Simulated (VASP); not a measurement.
# CsH3 (P1) in VASP: further runs

Runs on CsH3. Level: PBE. Tasks: single point.

Everything below comes from runs of VASP 6.6.1. Logs are shortened: lines on timing, memory, paths and dates and some standing lists are left out, and cuts for length are marked.

**1. The cell of the first run**

The typed cell holds 8 atoms: a = 4.279 Å, b = 5.130 Å, c = 8.110 Å, α = 91.68°, β = 105.23°, γ = 114.55°.

**2. Single point, PBE**

Contents of INCAR:

```
PREC = Accurate ; ENCUT = 520
EDIFF = 1E-7 ; ISMEAR = 0
SIGMA = 0.1 ; LREAL = F
LASPH = T ; NELM = 60
ALGO = Normal ; ISIF = 2
LWAVE = F ; LCHARG = F
GGA = PE ; NBANDS = 22
```

Contents of KPOINTS:

```
regular mesh
0
Gamma
  6 4 2
```

Contents of POSCAR:

```
CsH3
1.0
    4.2787634582      0.0000000000      0.0000000000
   -2.1316791058      4.6665132722      0.0000000000
   -2.1297463061     -1.2335505527      7.7273574017
Cs H
2 6
Direct
    0.7558699030      0.2543920195      0.2538846623
    0.2656089050      0.7849276769      0.7429410533
    0.5598481684      0.7058835825      0.4189818564
    0.0929820375      0.2208359402      0.9548602658
    0.9024431328      0.7523612754      0.0708625978
    0.4471457536      0.3402976051      0.5446938172
    0.5099009905      0.5387634793      0.4785180837
    0.9662011091      0.9025384212      0.0352576634
```

Potentials or basis: VASP PAW PBE potentials, release 64 (Cs_sv, H).

On the command line:

```
> cat potpaw_PBE.64/Cs_sv/POTCAR potpaw_PBE.64/H/POTCAR > POTCAR
> mpirun -np 1 vasp_std > vasp.out
```

OUTCAR:

```text
PREC = Accurate
   ENCUT = 520
   EDIFF = 1E-7
   ISMEAR = 0
   LREAL = F
   LASPH = T
   NELM = 60
   ISIF = 2
   GGA = PE

 ion  position               nearest neighbor table
   1  0.756  0.254  0.254-
   2  0.266  0.785  0.743-
   3  0.560  0.706  0.419-
   4  0.093  0.221  0.955-
   5  0.902  0.752  0.071-   8 0.79
   6  0.447  0.340  0.545-
   7  0.510  0.539  0.479-
   8  0.966  0.903  0.035-   5 0.79

  LATTYP: Found a triclinic cell.
 ALAT       =     5.1367613665
 B/A-ratio  =     0.8329690934
 C/A-ratio  =     1.6461003186
 COS(alpha) =     0.0020504750
 COS(beta)  =     0.3696872984
 COS(gamma) =     0.4179840563

  Lattice vectors:

 A1 = (  -2.1470843524,  -4.6665132722,   0.0000000000)
 A2 = (  -4.2787634582,   0.0000000000,   0.0000000000)
 A3 = (  -0.0173380463,  -3.4329627195,  -7.7273574017)

Analysis of symmetry for initial positions (statically):
=====================================================================
 Subroutine PRICEL returns:
 Original cell was already a primitive cell.

 Routine SETGRP: Setting up the symmetry group for a
 triclinic supercell.

 Subroutine GETGRP returns: Found  1 space group operations
 (whereof  1 operations were pure point group operations)
 out of a pool of  2 trial point group operations.

The static configuration has the point symmetry C_1 .

Analysis of symmetry for dynamics (positions and initial velocities):
=====================================================================
 Subroutine PRICEL returns:
 Original cell was already a primitive cell.

 Routine SETGRP: Setting up the symmetry group for a
 triclinic supercell.

 Subroutine GETGRP returns: Found  1 space group operations
 (whereof  1 operations were pure point group operations)
 out of a pool of  2 trial point group operations.

The dynamic configuration has the point symmetry C_1 .

 Subroutine INISYM returns: Found  1 space group operations
 (whereof  1 operations are pure point group operations),
 and found     1 'primitive' translations

----------------------------------------------------------------------------------------

                                     Primitive cell

  volume of cell :     154.2914

  direct lattice vectors                    reciprocal lattice vectors
     4.278763458  0.000000000  0.000000000     0.233712382  0.106760610  0.081456397
    -2.131679106  4.666513272  0.000000000     0.000000000  0.214292758  0.034208454
    -2.129746306 -1.233550553  7.727357402     0.000000000  0.000000000  0.129410347

  length of vectors
     4.278763458  5.130341307  8.109840856     0.269544894  0.217006001  0.129410347

  position of ions in fractional coordinates (direct lattice)
     0.755869903  0.254392020  0.253884662
     0.265608905  0.784927677  0.742941053
     0.559848168  0.705883583  0.418981856
     0.092982038  0.220835940  0.954860266
     0.902443133  0.752361275  0.070862598
     0.447145754  0.340297605  0.544693817
     0.509900991  0.538763479  0.478518084
     0.966201109  0.902538421  0.035257663

  ion indices of the primitive-cell ions
   primitive index   ion index
                 1           1
                 2           2
                 3           3
                 4           4
                 5           5
                 6           6
                 7           7
                 8           8

----------------------------------------------------------------------------------------

 KPOINTS: regular mesh

Automatic generation of k-mesh.
 Grid dimensions read from file:
 generate k-points for:    6    4    2

 Generating k-lattice:

  Cartesian coordinates                     Fractional coordinates (reciprocal lattice)
     0.038952064  0.017793435  0.013576066     0.166666667  0.000000000 -0.000000000
     0.000000000  0.053573190  0.008552114     0.000000000  0.250000000 -0.000000000
     0.000000000  0.000000000  0.064705173     0.000000000  0.000000000  0.500000000

  Length of vectors
     0.044924149  0.054251500  0.064705173

  Shift w.r.t. Gamma in fractional coordinates (k-lattice)
     0.000000000  0.000000000  0.000000000

 Subroutine IBZKPT returns following result:
 ===========================================

 Found     28 irreducible k-points:

 Following reciprocal coordinates:
            Coordinates               Weight
  0.000000  0.000000  0.000000      1.000000
  0.166667 -0.000000 -0.000000      2.000000
  0.333333 -0.000000  0.000000      2.000000
  0.500000  0.000000  0.000000      1.000000
  0.000000  0.250000  0.000000      2.000000
  0.166667  0.250000  0.000000      2.000000
[... 16 lines left out ...]
 -0.333333  0.250000  0.500000      2.000000
 -0.166667  0.250000  0.500000      2.000000
 [... further k-points ...]
   k-points           NKPTS =     28   k-points in BZ     NKDIM =     28   number of bands    NBANDS=     22
   number of dos      NEDOS =    301   number of ions     NIONS =      8
   total plane-waves  NPLWV =  76800
   dimension x,y,z NGX =    32 NGY =   40 NGZ =   60
   dimension x,y,z NGXF=    64 NGYF=   80 NGZF=  120
   ions per type =               2   6
   NGX,Y,Z   is equivalent  to a cutoff of  12.43, 12.96, 12.30 a.u.
   NGXF,Y,Z  is equivalent  to a cutoff of  24.87, 25.92, 24.60 a.u.
 SYSTEM =  unknown system
   PREC   = accura    normal or accurate (medium, high low for compatibility)
   ISTART =      0    job   : 0-new  1-cont  2-samecut
   ICHARG =      2    charge: 1-file 2-atom 10-const
   ISPIN  =      1    spin polarized calculation?
   LNONCOLLINEAR =      F non collinear calculations
   LSORBIT =      F    spin-orbit coupling
   LASPH  =      T    aspherical Exc in radial PAW
   ENCUT  =  520.0 eV  38.22 Ry    6.18 a.u.   7.96  9.54 15.08*2*pi/ulx,y,z
   NELM   =     60;   NELMIN=  2; NELMDL= -5     # of ELM steps
   EDIFF  = 0.1E-06   stopping-criterion for ELM
   LREAL  =      F    real-space projection
   EDIFFG = 0.1E-05   stopping-criterion for IOM
   NSW    =      0    number of steps for IOM
   IBRION =     -1    ionic relax: 0-MD 1-quasi-New 2-CG
   NFREE  =      0    steps in history (QN), initial steepest desc. (CG)
   ISIF   =      2    stress and relaxation
   ISYM   =      2    0-nonsym 1-usesym 2-fastsym
   POTIM  = 0.5000    time-step for ionic-motion
   TEBEG  =    0.0;   TEEND  =   0.0 temperature during run
   PSTRESS=    0.0 pullay stress
   NELECT =      24.0000    total number of electrons
   NUPDOWN=      -1.0000    fix difference up-down
   EMIN   =  10.00;   EMAX   =-10.00  energy-range for DOS
   EFERMI =   0.00;   METHOD = LEGACY
   ISMEAR =     0;   SIGMA  =   0.10  broadening in eV -4-tet -1-fermi 0-gaus
   EFERMI_NEDOS =   21; number of points for ismear=-14 and -15
   IALGO  =     38    algorithm
   IMIX   =      4    mixing-type and parameters
     AMIX     =   0.40;   BMIX     =  1.00
     AMIX_MAG =   1.60;   BMIX_MAG =  1.00
  volume/ion in A,a.u.               =      19.29       130.15
  Fermi-wavevector in a.u.,A,eV,Ry     =   0.880436  1.663784 10.546804  0.775168
  Thomas-Fermi vector in A             =   2.000796
   LORBIT       =      0    0 simple, 1 ext, 2 COOP (PROOUT), +10 PAW based schemes
   GGA     = PE    functional components
   LHFCALC =     F    Hartree Fock is set to
   AEXX    =    0.0000 exact exchange contribution
   IVDW    =     0    specifies the selected vdW correction
   LEPSILON=     F    determine dielectric tensor
   LRPA    =     F    only Hartree local field effects (RPA)
 non-spin polarized calculation
 Gauss-broadening in eV      SIGMA  =   0.10
  energy-cutoff  :      520.00
  volume of cell :      154.29
 maximum number of plane-waves:      4174
   NGX = 15   NGY = 19   NGZ = 31

 number of electron      23.9999999 magnetization

 Free energy of the ion-electron system (eV)
  ---------------------------------------------------
  ext. energy  EPLUGINS =         0.00000000
  ---------------------------------------------------
  free energy    TOTEN  =       -22.25718916 eV

  energy without entropy =      -22.25718916  energy(sigma->0) =      -22.25718916

 E-fermi :   0.3626     XC(G=0):  -7.2099

 val. band max:       -0.1421895384   @ k =   0.0000   0.0000   0.0000
 cond. band min:       2.3641514117   @ k =   0.0000   0.0000   0.0000
 fundamental gap:      2.5063409501
 Fermi energy:         0.3626297229

 k-point     1 :       0.0000    0.0000    0.0000
  band No.  band energies     occupation
      1     -21.6949      2.00000
      2     -21.5840      2.00000
      3      -9.3185      2.00000
      4      -8.4637      2.00000
      5      -8.2632      2.00000
      6      -8.2160      2.00000
[... 14 lines left out ...]
     21       6.4894      0.00000
     22       6.6650      0.00000

 k-point     2 :       0.1667   -0.0000   -0.0000
  band No.  band energies     occupation
      1     -21.6786      2.00000
      2     -21.5737      2.00000
      3      -9.1705      2.00000
      4      -8.6076      2.00000
      5      -8.4537      2.00000
      6      -8.3152      2.00000
[... 14 lines left out ...]
     21       6.1228      0.00000
     22       6.2919      0.00000

 k-point     3 :       0.3333   -0.0000    0.0000
  band No.  band energies     occupation
      1     -21.6458      2.00000
      2     -21.5528      2.00000
      3      -9.0385      2.00000
      4      -8.8539      2.00000
      5      -8.6633      2.00000
      6      -8.4908      2.00000
[... 14 lines left out ...]
     21       6.2686      0.00000
     22       6.9574      0.00000

 k-point     4 :       0.5000    0.0000    0.0000
  band No.  band energies     occupation
      1     -21.6292      2.00000
      2     -21.5421      2.00000
      3      -9.1546      2.00000
      4      -8.9676      2.00000
      5      -8.5645      2.00000
      6      -8.4540      2.00000
[... 14 lines left out ...]
     21       6.2315      0.00000
     22       6.7368      0.00000

 k-point     5 :       0.0000    0.2500    0.0000
  band No.  band energies     occupation
      1     -21.6837      2.00000
      2     -21.5840      2.00000
      3      -9.1876      2.00000
      4      -8.7157      2.00000
      5      -8.3771      2.00000
      6      -8.3124      2.00000
[... 14 lines left out ...]
     21       6.4284      0.00000
     22       6.9860      0.00000

 k-point     6 :       0.1667    0.2500    0.0000
  band No.  band energies     occupation
      1     -21.6643      2.00000
      2     -21.5747      2.00000
      3      -8.9804      2.00000
      4      -8.8254      2.00000
      5      -8.4948      2.00000
      6      -8.4085      2.00000
[... 14 lines left out ...]
     21       6.8230      0.00000
     22       6.9603      0.00000

 k-point     7 :       0.3333    0.2500    0.0000
  band No.  band energies     occupation
      1     -21.6391      2.00000
      2     -21.5516      2.00000
      3      -8.9956      2.00000
      4      -8.9168      2.00000
      5      -8.6344      2.00000
      6      -8.5017      2.00000
[... 324 lines left out ...]
      6      -8.3569      2.00000
[... 14 lines left out ...]
     21       6.6633      0.00000
     22       6.8437      0.00000

 k-point    21 :       0.3333    0.2500    0.5000
  band No.  band energies     occupation
      1     -21.6449      2.00000
      2     -21.5455      2.00000
      3      -9.0981      2.00000
      4      -8.9709      2.00000
      5      -8.6245      2.00000
      6      -8.5564      2.00000
[... 14 lines left out ...]
     21       6.4772      0.00000
     22       6.9745      0.00000

 k-point    22 :       0.5000    0.2500    0.5000
  band No.  band energies     occupation
      1     -21.6327      2.00000
      2     -21.5384      2.00000
      3      -9.2232      2.00000
      4      -8.8535      2.00000
      5      -8.7253      2.00000
      6      -8.5016      2.00000
[... 14 lines left out ...]
     21       6.7895      0.00000
     22       6.9690      0.00000

 k-point    23 :      -0.3333    0.2500    0.5000
  band No.  band energies     occupation
      1     -21.6451      2.00000
      2     -21.5555      2.00000
      3      -9.0076      2.00000
      4      -8.8666      2.00000
      5      -8.6091      2.00000
      6      -8.4791      2.00000
[... 14 lines left out ...]
     21       6.1367      0.00000
     22       6.8405      0.00000

 k-point    24 :      -0.1667    0.2500    0.5000
  band No.  band energies     occupation
      1     -21.6691      2.00000
      2     -21.5798      2.00000
      3      -8.9512      2.00000
      4      -8.7802      2.00000
      5      -8.4799      2.00000
      6      -8.3949      2.00000
[... 14 lines left out ...]
     21       6.5746      0.00000
     22       6.7946      0.00000

 [... further k-points ...]

------------------------ aborting loop because EDIFF is reached ----------------------------------------

  FORCE on cell =-STRESS in cart. coord.  units (eV):
  Direction    XX          YY          ZZ          XY          YZ          ZX
  --------------------------------------------------------------------------------------
  -------------------------------------------------------------------------------------
  Total       -0.0253433     -0.0462641     -0.0176678     -0.0184296     -0.0000782     -0.0138057
  in kB       -0.2631668     -0.4804105     -0.1834644     -0.1913744     -0.0008119     -0.1433599
  external PRESSURE =      -0.3090139 kB  Pullay stress =       0.0000000 kB

 VOLUME and BASIS-vectors are now :
 -----------------------------------------------------------------------------
  energy-cutoff  :      520.00
  volume of cell :      154.29
      direct lattice vectors                 reciprocal lattice vectors
     4.278763458  0.000000000  0.000000000     0.233712382  0.106760610  0.081456397
    -2.131679106  4.666513272  0.000000000     0.000000000  0.214292758  0.034208454
    -2.129746306 -1.233550553  7.727357402     0.000000000  0.000000000  0.129410347

 POSITION                                       TOTAL-FORCE (eV/Angst)
 -----------------------------------------------------------------------------------
      2.15120      0.87394      1.96186         0.000373     -0.001162     -0.003411
     -2.11901      2.74642      5.74097         0.001555      0.003978      0.006189
     -0.00158      2.77718      3.23762         0.008666      0.018905     -0.008724
     -2.10651     -0.14733      7.37855        -0.003141      0.005273     -0.001524
      2.10663      3.42349      0.54758         0.006730      0.017319     -0.003437
      0.02777      0.91610      4.20904        -0.002627     -0.003307     -0.000065
      0.01415      1.92387      3.69768        -0.008244     -0.016490      0.008370
      2.13513      4.16822      0.27245        -0.003314     -0.024517      0.002601
 -----------------------------------------------------------------------------------
    total drift:                               -0.000108      0.000004     -0.000178

  FREE ENERGIE OF THE ION-ELECTRON SYSTEM (eV)
  ---------------------------------------------------
  free  energy   TOTEN  =       -22.2571891579 eV

  energy  without entropy=      -22.2571891579  energy(sigma->0) =      -22.25718916
```

It took 59 s on 1 thread of Intel Xeon 6975P-C (Granite Rapids), shared host; peak memory 0.29 GiB.

Results:

```
Free energy            : -22.2572 eV
Pressure               : 0.0 GPa
Largest force          : 0.025 eV/Å
Band gap on the k mesh : 2.51 eV, direct
```

Forces on the atoms (eV/Å):
```
Cs   0.000 -0.001 -0.003
Cs   0.002  0.004  0.006
H    0.009  0.019 -0.009
H   -0.003  0.005 -0.002
H    0.007  0.017 -0.003
H   -0.003 -0.003  0.000
H   -0.008 -0.016  0.008
H   -0.003 -0.025  0.003
```

Caveat: spin-orbit coupling is left out, which moves the levels of the heavy elements. A k mesh can miss the band edges.

**3. Single point, PBE**

Contents of INCAR:

```
SYSTEM = CsH3
PREC = Accurate
ENCUT = 520
EDIFF = 1E-6
ISMEAR = 0
SIGMA = 0.1
LREAL = .False.
LASPH = .True.
NELM = 100
ALGO = Normal
ISIF = 2
LWAVE = .False.
LCHARG = .False.
GGA = PE
NBANDS = 22
```

Contents of KPOINTS:

```
regular mesh
0
Gamma
  4 4 4
  0 0 0
```

Contents of POSCAR:

```
CsH3
1.0
   -4.2787618697     -0.0032537347      0.0017339914
   -2.1438510523     -2.0068955306      4.2145688191
   -2.1328513456      6.4458411417      4.4352672773
Cs H
2 6
Direct
    0.4985221165      0.7456079805      0.2538846623
    0.5193187719      0.2150723231      0.7429410533
    0.1460354141      0.2941164175      0.4189818564
    0.1278539026      0.7791640598      0.9548602658
    0.8499181426      0.2476387246      0.0708625978
    0.8931518514      0.6597023949      0.5446938172
    0.0288624888      0.4612365207      0.4785180837
    0.9363373120      1.0974615788      0.0352576634
```

Potentials or basis: VASP PAW PBE potentials, release 64 (Cs_sv, H).

On the command line:

```
> cat potpaw_PBE.64/Cs_sv/POTCAR potpaw_PBE.64/H/POTCAR > POTCAR
> mpirun -np 1 vasp_std > vasp.out
```

Run time: 62 s. Hardware: 1 thread of Intel Xeon 6975P-C (Granite Rapids), shared host; peak memory 0.3 GiB.

It converged, with:

| Quantity | Value |
| --- | --- |
| Free energy | -22.2570 eV |
| Pressure | 0.0 GPa |
| Largest force | 0.025 eV/Å |
| Band gap on the k mesh | 2.51 eV, direct |

Forces in eV/Å, atoms in the order of the input:
```
Cs   0.000 -0.003  0.000
Cs   0.002  0.007 -0.001
H    0.009  0.000 -0.021
H   -0.003  0.001 -0.005
H    0.007  0.005 -0.017
H   -0.003 -0.002  0.003
H   -0.008  0.000  0.019
H   -0.003 -0.008  0.023
```

Levels at points of the mesh, in eV from the valence-band top:
```csv
k point,band 8,band 9,band 10,band 11,band 12,band 13,band 14,band 15,band 16,band 17
"(0.00, 0.00, 0.00)",-7.99,-6.76,-5.69,-0.86,0.00,2.51,3.01,4.16,4.92,4.96
"(0.50, 0.00, 0.00)",-7.97,-6.64,-5.67,-0.94,-0.11,2.95,3.17,4.72,5.02,5.13
"(0.00, 0.50, 0.00)",-8.03,-6.24,-5.81,-0.88,-0.67,3.56,3.67,5.69,5.74,5.83
"(0.50, 0.50, 0.00)",-8.11,-6.36,-5.88,-0.69,-0.44,3.79,3.97,4.04,4.24,5.20
"(0.00, 0.00, 0.50)",-8.00,-6.36,-5.88,-0.65,-0.29,2.87,3.79,3.83,4.18,5.31
"(0.50, 0.00, 0.50)",-8.11,-6.35,-5.88,-0.71,-0.41,3.79,3.92,4.08,4.19,5.23
"(0.00, 0.50, 0.50)",-8.00,-6.55,-5.67,-1.01,-0.54,3.05,3.62,4.95,5.18,5.77
"(0.50, 0.50, 0.50)",-7.97,-6.64,-5.67,-0.94,-0.12,2.97,3.18,4.73,5.02,5.13
```

Caveat: spin-orbit coupling is left out, which moves the levels of the heavy elements. A k mesh can miss the band edges.
